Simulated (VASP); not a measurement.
# GaAs in VASP: a series of runs

The runs below take GaAs through single point, with PBE.

All numbers are computed with VASP 6.6.1; they aren't measurements. Logs are shortened: lines on timing, memory, paths and dates and some standing lists are left out, and cuts for length are marked.

**1. The cell of the first run**

It takes space group I-4m2 (No. 119, tetragonal). The conventional cell has a = 4.007 Å, b = 4.007 Å, c = 5.525 Å, α = 90.00°, β = 90.00°, γ = 90.00°. Within 3.2 Å of Ga (site symmetry -4m2) lie 4 As at 2.43 Å. Within 3.2 Å of As (site symmetry -4m2) lie 4 Ga at 2.43 Å.

**2. Single point, PBE (uniaxial x strain -2.5%)**

INCAR

```
SYSTEM = GaAs
ALGO = Normal
EDIFF = 1E-7
ENCUT = 520
GGA = PE
ISIF = 2
ISMEAR = 0
LASPH = .True.
LCHARG = .False.
LREAL = .False.
LWAVE = .False.
NBANDS = 16
NELM = 100
PREC = Accurate
SIGMA = 0.01
```

KPOINTS

```
k-points
0
Gamma
  4 4 4
  0 0 0
```

POSCAR

```
GaAs
1.0
    0.0000000000      2.8330850941      2.8330850941
    2.7622579668      0.0000000000      2.8330850941
    2.7622579668      2.8330850941      0.0000000000
Ga As
1 1
Direct
    0.0000000000      0.0000000000      0.0000000000
    0.2500000000      0.2500000000      0.2500000000
```

Potentials or basis: VASP PAW PBE potentials, release 64 (Ga_d, As).

The run is started by

```sh
> cat potpaw_PBE.64/Ga_d/POTCAR potpaw_PBE.64/As/POTCAR > POTCAR
> mpirun -np 1 vasp_std > vasp.out
```

OUTCAR:

```text
SYSTEM = GaAs
   EDIFF = 1E-7
   ENCUT = 520
   GGA = PE
   ISIF = 2
   ISMEAR = 0
   LASPH = .True.
   LREAL = .False.
   NELM = 100
   PREC = Accurate

 ion  position               nearest neighbor table
   1  0.000  0.000  0.000-   2 2.43   2 2.43   2 2.43   2 2.43
   2  0.250  0.250  0.250-   1 2.43   1 2.43   1 2.43   1 2.43

  LATTYP: Found a body centered tetragonal cell.
 ALAT       =     4.0065873634
 C/A-ratio  =     1.3788582233

  Lattice vectors:

 A1 = (  -2.7622579668,   0.0000000000,  -2.8330850941)
 A2 = (  -2.7622579668,   0.0000000000,   2.8330850941)
 A3 = (   2.7622579668,   2.8330850941,   0.0000000000)

Analysis of symmetry for initial positions (statically):
=====================================================================
 Subroutine PRICEL returns:
 Original cell was already a primitive cell.

 Routine SETGRP: Setting up the symmetry group for a
 body centered tetragonal supercell.

 Subroutine GETGRP returns: Found  8 space group operations
 (whereof  8 operations were pure point group operations)
 out of a pool of 16 trial point group operations.

The static configuration has the point symmetry D_2d.

Analysis of symmetry for dynamics (positions and initial velocities):
=====================================================================
 Subroutine PRICEL returns:
 Original cell was already a primitive cell.

 Routine SETGRP: Setting up the symmetry group for a
 body centered tetragonal supercell.

 Subroutine GETGRP returns: Found  8 space group operations
 (whereof  8 operations were pure point group operations)
 out of a pool of 16 trial point group operations.

The dynamic configuration has the point symmetry D_2d.

 Subroutine INISYM returns: Found  8 space group operations
 (whereof  8 operations are pure point group operations),
 and found     1 'primitive' translations

----------------------------------------------------------------------------------------

                                     Primitive cell

  volume of cell :      44.3418

  direct lattice vectors                    reciprocal lattice vectors
     0.000000000  2.833085094  2.833085094    -0.181011334  0.176486051  0.176486051
     2.762257967  0.000000000  2.833085094     0.181011334 -0.176486051  0.176486051
     2.762257967  2.833085094  0.000000000     0.181011334  0.176486051 -0.176486051

  length of vectors
     4.006587363  3.956821986  3.956821986     0.308317621  0.308317621  0.308317621
[... 68 lines left out ...]
   NELM   =    100;   NELMIN=  2; NELMDL= -5     # of ELM steps
   EDIFF  = 0.1E-06   stopping-criterion for ELM
   LREAL  =      F    real-space projection
   EDIFFG = 0.1E-05   stopping-criterion for IOM
   NSW    =      0    number of steps for IOM
   IBRION =     -1    ionic relax: 0-MD 1-quasi-New 2-CG
   NFREE  =      0    steps in history (QN), initial steepest desc. (CG)
   ISIF   =      2    stress and relaxation
   ISYM   =      2    0-nonsym 1-usesym 2-fastsym
   POTIM  = 0.5000    time-step for ionic-motion
   TEBEG  =    0.0;   TEEND  =   0.0 temperature during run
   PSTRESS=    0.0 pullay stress
   NELECT =      18.0000    total number of electrons
   NUPDOWN=      -1.0000    fix difference up-down
   EMIN   =  10.00;   EMAX   =-10.00  energy-range for DOS
   EFERMI =   0.00;   METHOD = LEGACY
   ISMEAR =     0;   SIGMA  =   0.01  broadening in eV -4-tet -1-fermi 0-gaus
   EFERMI_NEDOS =   21; number of points for ismear=-14 and -15
   IALGO  =     38    algorithm
   IMIX   =      4    mixing-type and parameters
     AMIX     =   0.40;   BMIX     =  1.00
     AMIX_MAG =   1.60;   BMIX_MAG =  1.00
  volume/ion in A,a.u.               =      22.17       149.62
  Fermi-wavevector in a.u.,A,eV,Ry     =   1.212163  2.290657 19.991587  1.469340
  Thomas-Fermi vector in A             =   2.347656
   LORBIT       =      0    0 simple, 1 ext, 2 COOP (PROOUT), +10 PAW based schemes
   GGA     = PE    functional components
   LHFCALC =     F    Hartree Fock is set to
   AEXX    =    0.0000 exact exchange contribution
   IVDW    =     0    specifies the selected vdW correction
   LEPSILON=     F    determine dielectric tensor
   LRPA    =     F    only Hartree local field effects (RPA)
 non-spin polarized calculation
 Gauss-broadening in eV      SIGMA  =   0.01
  energy-cutoff  :      520.00
  volume of cell :       44.34
 maximum number of plane-waves:      1219
 NGX is ok and might be reduce to    30
   NGX = 15   NGY = 15   NGZ = 15

 number of electron      18.0000006 magnetization

 Free energy of the ion-electron system (eV)
  ---------------------------------------------------
  ext. energy  EPLUGINS =         0.00000000
  ---------------------------------------------------
  free energy    TOTEN  =        -8.04624865 eV

  energy without entropy =       -8.04624865  energy(sigma->0) =       -8.04624865

 E-fermi :   4.3088     XC(G=0):  -9.6459

 val. band max:        4.2538853906   @ k =   0.0000   0.0000   0.0000
 cond. band min:       4.8061188005   @ k =   0.0000   0.0000   0.0000
 fundamental gap:      0.5522334099
 Fermi energy:         4.3088343034

 k-point     1 :       0.0000    0.0000    0.0000
  band No.  band energies     occupation
      1     -10.7409      2.00000
      2     -10.7409      2.00000
      3     -10.7342      2.00000
      4     -10.6587      2.00000
      5     -10.6543      2.00000
      6      -8.7046      2.00000
[... 224 lines left out ...]
      3     -10.6878      2.00000
      4     -10.6878      2.00000
      5     -10.6393      2.00000
      6      -6.0388      2.00000
[... 8 lines left out ...]
     15      17.5004      0.00000
     16      17.5513      0.00000

------------------------ aborting loop because EDIFF is reached ----------------------------------------

  FORCE on cell =-STRESS in cart. coord.  units (eV):
  Direction    XX          YY          ZZ          XY          YZ          ZX
  --------------------------------------------------------------------------------------
  -------------------------------------------------------------------------------------
  Total        1.7209330      1.3178419      1.3178419      0.0000000      0.0000000      0.0000000
  in kB       62.1814828     47.6168227     47.6168227      0.0000000      0.0000000      0.0000000
  external PRESSURE =      52.4717094 kB  Pullay stress =       0.0000000 kB

 VOLUME and BASIS-vectors are now :
 -----------------------------------------------------------------------------
  energy-cutoff  :      520.00
  volume of cell :       44.34
      direct lattice vectors                 reciprocal lattice vectors
     0.000000000  2.833085094  2.833085094    -0.181011334  0.176486051  0.176486051
     2.762257967  0.000000000  2.833085094     0.181011334 -0.176486051  0.176486051
     2.762257967  2.833085094  0.000000000     0.181011334  0.176486051 -0.176486051

 POSITION                                       TOTAL-FORCE (eV/Angst)
 -----------------------------------------------------------------------------------
      0.00000      0.00000      0.00000         0.000000     -0.000000     -0.000000
      1.38113      1.41654      1.41654        -0.000000      0.000000      0.000000
 -----------------------------------------------------------------------------------
    total drift:                               -0.000000      0.000002      0.000002

  FREE ENERGIE OF THE ION-ELECTRON SYSTEM (eV)
  ---------------------------------------------------
  free  energy   TOTEN  =        -8.0462486524 eV

  energy  without entropy=       -8.0462486524  energy(sigma->0) =       -8.04624865
```

stdout:

```text
POSCAR found type information on POSCAR GaAs
 POSCAR found :  2 types and       2 ions
 scaLAPACK will be used
 LDA part: xc-table for (Slater+PW92), standard interpolation
 POSCAR, INCAR and KPOINTS ok, starting setup
 FFT: planning ... GRIDC
 FFT: planning ... GRID_SOFT
 FFT: planning ... GRID
 WAVECAR not read
 entering main loop
```

It took 12 s on 1 thread of Intel Xeon Platinum 8375C at 2.90GHz (Ice Lake), shared host; peak memory 0.15 GiB.

What came out:

```yaml
Free_energy: -8.0462 eV
Pressure: 5.2 GPa
Band_gap_on_the_k_mesh: 0.55 eV, direct
```

Stress tensor (GPa, compression positive):
```
6.22 0.00 0.00
0.00 4.76 0.00
0.00 0.00 4.76
```

Caveat: the k points lie up to 0.48 Å⁻¹ apart; the cell differs from its parent crystal (uniaxial x strain -2.5%).

**3. Single point, PBE (epitaxial xy strain -1.5%)**

INCAR

```
PREC     = Accurate       # precision mode
ENCUT    = 520            # plane-wave cutoff, eV
EDIFF    = 1E-6           # SCF threshold, eV
ISMEAR   = 0              # smearing method
SIGMA    = 0.01           # smearing width, eV
LREAL    = F              # projectors in reciprocal space
LASPH    = T              # aspherical terms in the spheres
NELM     = 100            # most SCF steps
ALGO     = Normal         # electronic algorithm
ISIF     = 2              # what is computed and relaxed
LWAVE    = F              # write WAVECAR
LCHARG   = F              # write CHGCAR
GGA      = PE             # functional
NBANDS   = 16             # bands
```

KPOINTS

```
Automatic mesh
0
Gamma
  4 4 4
```

POSCAR

```
GaAs
1.0
    0.0000000000      2.7905888177      2.8692094531
    2.7905888177      0.0000000000      2.8692094531
    2.7905888177      2.7905888177      0.0000000000
Ga As
1 1
Direct
    0.0000000000      0.0000000000      0.0000000000
    0.2500000000      0.2500000000      0.2500000000
```

Potentials or basis: VASP PAW PBE potentials, release 64 (Ga_d, As).

The run is started by

```sh
> cat potpaw_PBE.64/Ga_d/POTCAR potpaw_PBE.64/As/POTCAR > POTCAR
> mpirun -np 1 vasp_std > vasp.out
```

Wall time 9.8 s (1 thread of Intel Xeon Platinum 8375C at 2.90GHz (Ice Lake), shared host); peak memory 0.15 GiB.

The run converged. Its results:

```
Free energy            : -8.0558 eV
Pressure               : 4.6 GPa
Band gap on the k mesh : 0.53 eV, direct
```

Stress tensor (GPa, compression positive):
```
5.16 0.00 0.00
0.00 5.16 0.00
0.00 0.00 3.37
```

Levels at points of the mesh, in eV from the valence-band top:
```csv
k point,band 5,band 6,band 7,band 8,band 9,band 10,band 11,band 12,band 13,band 14
"(0.00, 0.00, 0.00)",-14.86,-12.86,-0.17,0.00,0.00,0.53,3.62,3.62,3.70,7.56
"(0.50, 0.00, 0.00)",-14.85,-11.06,-6.78,-1.34,-1.10,0.94,4.47,4.65,7.70,10.41
"(0.50, 0.50, 0.00)",-14.85,-10.37,-7.07,-2.66,-2.66,1.48,1.75,10.17,10.17,10.89
"(0.50, 0.00, 0.50)",-14.84,-10.26,-6.90,-2.85,-2.84,1.30,1.49,10.05,10.22,11.07
```

Caveat: the k points lie up to 0.48 Å⁻¹ apart; the cell differs from its parent crystal (epitaxial xy strain -1.5%). A k mesh can miss the band edges.

**4. Single point, PBE (strain -2.5%)**

INCAR

```
PREC = Accurate
ENCUT = 520
EDIFF = 1E-6
ISMEAR = -1
SIGMA = 0.02
LREAL = False
LASPH = True
NELM = 80
ALGO = Normal
ISIF = 2
LWAVE = False
LCHARG = False
GGA = PE
NBANDS = 16
```

KPOINTS

```
Automatic mesh
0
Gamma
  8 8 8
```

POSCAR

```
GaAs
1.0
    0.0000000000      2.7622579668      2.7622579668
    2.7622579668      0.0000000000      2.7622579668
    2.7622579668      2.7622579668      0.0000000000
Ga As
1 1
Direct
    0.0000000000      0.0000000000      0.0000000000
    0.2500000000      0.2500000000      0.2500000000
```

The run is started by

```sh
> cat potpaw_PBE.64/Ga_d/POTCAR potpaw_PBE.64/As/POTCAR > POTCAR
> mpirun -np 1 vasp_std > vasp.out
```

It took 18 s on 1 thread of Intel Xeon Platinum 8375C at 2.90GHz (Ice Lake), shared host; peak memory 0.16 GiB.

Results (log left out):

```
Free energy            : -8.1267 eV
Pressure               : 9.6 GPa
Band gap on the k mesh : 1.06 eV, direct
```

Levels at points of the mesh, in eV from the valence-band top:
| k point | band 7 | band 8 | band 9 | band 10 | band 11 | band 12 |
| --- | --- | --- | --- | --- | --- | --- |
| (0.00, 0.00, 0.00) | 0.00 | 0.00 | 0.00 | 1.06 | 3.74 | 3.74 |
| (0.50, 0.00, 0.00) | -7.04 | -1.25 | -1.25 | 1.20 | 4.65 | 4.65 |
| (0.50, 0.50, 0.00) | -7.16 | -2.93 | -2.93 | 1.32 | 1.60 | 10.73 |

Caveat: the cell differs from its parent crystal (strain -2.5%). A k mesh can miss the band edges.

**5. Summary**

| cell | k mesh | smearing | gap on the mesh (eV) | pressure (GPa) |
| --- | --- | --- | --- | --- |
| a = 4.007, b = 3.957, c = 3.957 Å, angles 60.8, 59.6, 59.6°, 2 atoms | 4 × 4 × 4 | gaussian 0.01 eV | 0.55 | 5.2 |
| a = 4.002, b = 4.002, c = 3.946 Å, angles 60.5, 60.5, 59.1°, 2 atoms | 4 × 4 × 4 | gaussian 0.01 eV | 0.53 | 4.6 |
| a = 3.906 Å, angles 60.0°, 2 atoms | 8 × 8 × 8 | fermi-dirac 0.02 eV | 1.06 | 9.6 |

Alike in all rows: task single point; level PBE; potentials or basis VASP PAW PBE potentials, release 64 (Ga_d, As); no spin polarisation; cutoff (eV) 520.

Caveats: some runs use coarse meshes.

Absolute energies hang on the potentials; compare differences alone.
